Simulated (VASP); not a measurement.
# NaCl (Fm-3m) in VASP: settings compared

The runs below take NaCl through single point, with LDA, PBEsol.

Program: VASP 6.6.1. These are calculated values, not measurements. Logs are shortened: lines on timing, memory, paths and dates and some standing lists are left out, and cuts for length are marked.

## (1) The cell of the first run

The structure is cubic, space group Fm-3m (No. 225). Conventional cell: a = 5.464 Å, b = 5.464 Å, c = 5.464 Å, α = 90.00°, β = 90.00°, γ = 90.00°. Within 3.6 Å of Na (site symmetry m-3m) lie 6 Cl at 2.73 Å. Cl (site symmetry m-3m) has 6 Na at 2.73 Å within 3.6 Å.

## (2) Single point, LDA

Input file INCAR:

```
PREC     = Accurate       # precision mode
ENCUT    = 520            # plane-wave cutoff, eV
EDIFF    = 1E-7           # SCF threshold, eV
ISMEAR   = -1             # smearing method
SIGMA    = 0.02           # smearing width, eV
LREAL    = F              # projectors in reciprocal space
LASPH    = T              # aspherical terms in the spheres
NELM     = 100            # most SCF steps
ALGO     = Normal         # electronic algorithm
ISIF     = 2              # what is computed and relaxed
LWAVE    = F              # write WAVECAR
LCHARG   = F              # write CHGCAR
NBANDS   = 14             # bands
```

Input file KPOINTS:

```
Automatic mesh
0
Gamma
  8 8 8
```

Input file POSCAR:

```
NaCl
1.0
    0.0000000000      2.7317948643      2.7317948643
    2.7317948643      0.0000000000      2.7317948643
    2.7317948643      2.7317948643      0.0000000000
Na Cl
1 1
Direct
    0.0000000000      0.0000000000      0.0000000000
    0.5000000000      0.5000000000      0.5000000000
```

Potentials or basis: VASP PAW LDA potentials, release 64 (Na_pv, Cl).

On the command line:

```
> cat potpaw_LDA.64/Na_pv/POTCAR potpaw_LDA.64/Cl/POTCAR > POTCAR
> mpirun -np 1 vasp_std > vasp.out
```

OUTCAR:

```text
PREC = Accurate
   ENCUT = 520
   EDIFF = 1E-7
   ISMEAR = -1
   LREAL = F
   LASPH = T
   NELM = 100
   ISIF = 2

 ion  position               nearest neighbor table
   1  0.000  0.000  0.000-
   2  0.500  0.500  0.500-

  LATTYP: Found a face centered cubic cell.
 ALAT       =     5.4635897286

  Lattice vectors:

 A1 = (   0.0000000000,   2.7317948643,   2.7317948643)
 A2 = (   2.7317948643,   0.0000000000,   2.7317948643)
 A3 = (   2.7317948643,   2.7317948643,   0.0000000000)

Analysis of symmetry for initial positions (statically):
=====================================================================
 Subroutine PRICEL returns:
 Original cell was already a primitive cell.

 Routine SETGRP: Setting up the symmetry group for a
 face centered cubic supercell.

 Subroutine GETGRP returns: Found 48 space group operations
 (whereof 48 operations were pure point group operations)
 out of a pool of 48 trial point group operations.

The static configuration has the point symmetry O_h .

Analysis of symmetry for dynamics (positions and initial velocities):
=====================================================================
 Subroutine PRICEL returns:
 Original cell was already a primitive cell.

 Routine SETGRP: Setting up the symmetry group for a
 face centered cubic supercell.

 Subroutine GETGRP returns: Found 48 space group operations
 (whereof 48 operations were pure point group operations)
 out of a pool of 48 trial point group operations.

The dynamic configuration has the point symmetry O_h .

 Subroutine INISYM returns: Found 48 space group operations
 (whereof 48 operations are pure point group operations),
 and found     1 'primitive' translations

----------------------------------------------------------------------------------------

                                     Primitive cell

  volume of cell :      40.7731

  direct lattice vectors                    reciprocal lattice vectors
     0.000000000  2.731794864  2.731794864    -0.183029848  0.183029848  0.183029848
     2.731794864  0.000000000  2.731794864     0.183029848 -0.183029848  0.183029848
     2.731794864  2.731794864  0.000000000     0.183029848  0.183029848 -0.183029848

  length of vectors
     3.863341347  3.863341347  3.863341347     0.317016997  0.317016997  0.317016997

  position of ions in fractional coordinates (direct lattice)
     0.000000000  0.000000000  0.000000000
     0.500000000  0.500000000  0.500000000

  ion indices of the primitive-cell ions
   primitive index   ion index
                 1           1
                 2           2

----------------------------------------------------------------------------------------

 KPOINTS: Automatic mesh

Automatic generation of k-mesh.
 Grid dimensions read from file:
 generate k-points for:    8    8    8

 Generating k-lattice:

  Cartesian coordinates                     Fractional coordinates (reciprocal lattice)
    -0.022878731  0.022878731  0.022878731     0.125000000  0.000000000  0.000000000
     0.022878731 -0.022878731  0.022878731     0.000000000  0.125000000  0.000000000
     0.022878731  0.022878731 -0.022878731     0.000000000  0.000000000  0.125000000

  Length of vectors
     0.039627125  0.039627125  0.039627125

  Shift w.r.t. Gamma in fractional coordinates (k-lattice)
     0.000000000  0.000000000  0.000000000

 Subroutine IBZKPT returns following result:
 ===========================================

 Found     29 irreducible k-points:

 Following reciprocal coordinates:
            Coordinates               Weight
  0.000000  0.000000  0.000000      1.000000
  0.125000  0.000000  0.000000      8.000000
  0.250000  0.000000  0.000000      8.000000
  0.375000  0.000000  0.000000      8.000000
  0.500000  0.000000  0.000000      4.000000
  0.125000  0.125000  0.000000      6.000000
[... 16 lines left out ...]
  0.500000  0.250000  0.125000     48.000000
 -0.375000  0.250000  0.125000     24.000000
 [... further k-points ...]
   k-points           NKPTS =     29   k-points in BZ     NKDIM =     29   number of bands    NBANDS=     14
   number of dos      NEDOS =    301   number of ions     NIONS =      2
   total plane-waves  NPLWV =  27000
   dimension x,y,z NGX =    30 NGY =   30 NGZ =   30
   dimension x,y,z NGXF=    60 NGYF=   60 NGZF=   60
   ions per type =               1   1
   NGX,Y,Z   is equivalent  to a cutoff of  12.91, 12.91, 12.91 a.u.
   NGXF,Y,Z  is equivalent  to a cutoff of  25.82, 25.82, 25.82 a.u.
 SYSTEM =  unknown system
   PREC   = accura    normal or accurate (medium, high low for compatibility)
   ISTART =      0    job   : 0-new  1-cont  2-samecut
   ICHARG =      2    charge: 1-file 2-atom 10-const
   ISPIN  =      1    spin polarized calculation?
   LNONCOLLINEAR =      F non collinear calculations
   LSORBIT =      F    spin-orbit coupling
   LASPH  =      T    aspherical Exc in radial PAW
   ENCUT  =  520.0 eV  38.22 Ry    6.18 a.u.   7.18  7.18  7.18*2*pi/ulx,y,z
   NELM   =    100;   NELMIN=  2; NELMDL= -5     # of ELM steps
   EDIFF  = 0.1E-06   stopping-criterion for ELM
   LREAL  =      F    real-space projection
   EDIFFG = 0.1E-05   stopping-criterion for IOM
   NSW    =      0    number of steps for IOM
   IBRION =     -1    ionic relax: 0-MD 1-quasi-New 2-CG
   NFREE  =      0    steps in history (QN), initial steepest desc. (CG)
   ISIF   =      2    stress and relaxation
   ISYM   =      2    0-nonsym 1-usesym 2-fastsym
   POTIM  = 0.5000    time-step for ionic-motion
   TEBEG  =    0.0;   TEEND  =   0.0 temperature during run
   PSTRESS=    0.0 pullay stress
   NELECT =      14.0000    total number of electrons
   NUPDOWN=      -1.0000    fix difference up-down
   EMIN   =  10.00;   EMAX   =-10.00  energy-range for DOS
   EFERMI =   0.00;   METHOD = LEGACY
   ISMEAR =    -1;   SIGMA  =   0.02  broadening in eV -4-tet -1-fermi 0-gaus
   EFERMI_NEDOS =   21; number of points for ismear=-14 and -15
   IALGO  =     38    algorithm
   IMIX   =      4    mixing-type and parameters
     AMIX     =   0.40;   BMIX     =  1.00
     AMIX_MAG =   1.60;   BMIX_MAG =  1.00
  volume/ion in A,a.u.               =      20.39       137.58
  Fermi-wavevector in a.u.,A,eV,Ry     =   1.146373  2.166332 17.880395  1.314172
  Thomas-Fermi vector in A             =   2.283058
   LORBIT       =      0    0 simple, 1 ext, 2 COOP (PROOUT), +10 PAW based schemes
   GGA     = CA    functional components
   LHFCALC =     F    Hartree Fock is set to
   AEXX    =    0.0000 exact exchange contribution
   IVDW    =     0    specifies the selected vdW correction
   LEPSILON=     F    determine dielectric tensor
   LRPA    =     F    only Hartree local field effects (RPA)
 non-spin polarized calculation
  energy-cutoff  :      520.00
  volume of cell :       40.77
 maximum number of plane-waves:      1121
 NGX is ok and might be reduce to    30
   NGX = 15   NGY = 15   NGZ = 15

 number of electron      13.9999993 magnetization

 Free energy of the ion-electron system (eV)
  ---------------------------------------------------
  ext. energy  EPLUGINS =         0.00000000
  ---------------------------------------------------
  free energy    TOTEN  =        -7.38920297 eV

  energy without entropy =       -7.38920297  energy(sigma->0) =       -7.38920297

 E-fermi :   0.0713     XC(G=0):  -9.1397

 val. band max:       -0.3548699040   @ k =   0.0000   0.0000   0.0000
 cond. band min:       4.7276819615   @ k =   0.0000   0.0000   0.0000
 fundamental gap:      5.0825518656
 Fermi energy:         0.0713319671

 k-point     1 :       0.0000    0.0000    0.0000
  band No.  band energies     occupation
      1     -20.9819      2.00000
      2     -20.9819      2.00000
      3     -20.9819      2.00000
      4     -13.1799      2.00000
      5      -0.3549      2.00000
      6      -0.3549      2.00000
      7      -0.3549      2.00000
      8       4.7277      0.00000
      9      10.5749      0.00000
     10      10.5749      0.00000
     11      10.5749      0.00000
     12      12.9330      0.00000
     13      12.9330      0.00000
     14      14.4618      0.00000

 k-point     2 :       0.1250    0.0000    0.0000
  band No.  band energies     occupation
      1     -20.9892      2.00000
      2     -20.9824      2.00000
      3     -20.9824      2.00000
      4     -13.1151      2.00000
      5      -0.8111      2.00000
      6      -0.4072      2.00000
      7      -0.4072      2.00000
      8       5.2813      0.00000
      9      10.0179      0.00000
     10      10.7946      0.00000
     11      10.7946      0.00000
     12      12.6783      0.00000
     13      12.6783      0.00000
     14      15.5077      0.00000

 k-point     3 :       0.2500    0.0000    0.0000
  band No.  band energies     occupation
      1     -21.0065      2.00000
      2     -20.9836      2.00000
      3     -20.9836      2.00000
      4     -12.9530      2.00000
      5      -1.6937      2.00000
      6      -0.5285      2.00000
      7      -0.5285      2.00000
      8       6.2618      0.00000
      9       9.5707      0.00000
     10      10.9455      0.00000
     11      10.9455      0.00000
     12      12.9152      0.00000
     13      12.9152      0.00000
     14      15.5549      0.00000
[... 324 lines left out ...]
 k-point    23 :       0.5000    0.2500    0.1250
  band No.  band energies     occupation
      1     -21.0172      2.00000
      2     -20.9942      2.00000
      3     -20.9875      2.00000
      4     -12.7222      2.00000
      5      -2.2238      2.00000
      6      -1.2039      2.00000
      7      -0.8039      2.00000
      8       7.8043      0.00000
      9       9.2303      0.00000
     10       9.5090      0.00000
     11      11.6189      0.00000
     12      13.5040      0.00000
     13      16.0530      0.00000
     14      16.5780      0.00000

 k-point    24 :      -0.3750    0.2500    0.1250
  band No.  band energies     occupation
      1     -21.0207      2.00000
      2     -20.9949      2.00000
      3     -20.9888      2.00000
      4     -12.6684      2.00000
      5      -2.3662      2.00000
      6      -1.3006      2.00000
      7      -0.8684      2.00000
      8       7.8578      0.00000
      9       9.2212      0.00000
     10      10.0020      0.00000
     11      11.4196      0.00000
     12      14.1816      0.00000
     13      15.5838      0.00000
     14      16.7268      0.00000

 [... further k-points ...]
[... 5 lines left out ...]
  --------------------------------------------------------------------------------------
  -------------------------------------------------------------------------------------
  Total        0.0030064      0.0030064      0.0030064     -0.0000000      0.0000000      0.0000000
  in kB        0.1181370      0.1181370      0.1181370     -0.0000000      0.0000000      0.0000000
  external PRESSURE =       0.1181370 kB  Pullay stress =       0.0000000 kB

 VOLUME and BASIS-vectors are now :
 -----------------------------------------------------------------------------
  energy-cutoff  :      520.00
  volume of cell :       40.77
      direct lattice vectors                 reciprocal lattice vectors
     0.000000000  2.731794864  2.731794864    -0.183029848  0.183029848  0.183029848
     2.731794864  0.000000000  2.731794864     0.183029848 -0.183029848  0.183029848
     2.731794864  2.731794864  0.000000000     0.183029848  0.183029848 -0.183029848

 POSITION                                       TOTAL-FORCE (eV/Angst)
 -----------------------------------------------------------------------------------
      0.00000      0.00000      0.00000        -0.000000     -0.000000     -0.000000
      2.73179      2.73179      2.73179         0.000000      0.000000      0.000000
 -----------------------------------------------------------------------------------
    total drift:                               -0.000000      0.000000      0.000000

  FREE ENERGIE OF THE ION-ELECTRON SYSTEM (eV)
  ---------------------------------------------------
  free  energy   TOTEN  =        -7.3892029666 eV

  energy  without entropy=       -7.3892029666  energy(sigma->0) =       -7.38920297
```

Wall time 7.1 s (1 thread of Intel Xeon 6975P-C (Granite Rapids), shared host); peak memory 0.14 GiB.

Results:

```yaml
Free_energy: -7.3892 eV
Pressure: 0.0 GPa
Band_gap_on_the_k_mesh: 5.08 eV
```

LDA gaps usually lie below the measured ones, often by a third to a half.

[end of part 1 of 2]
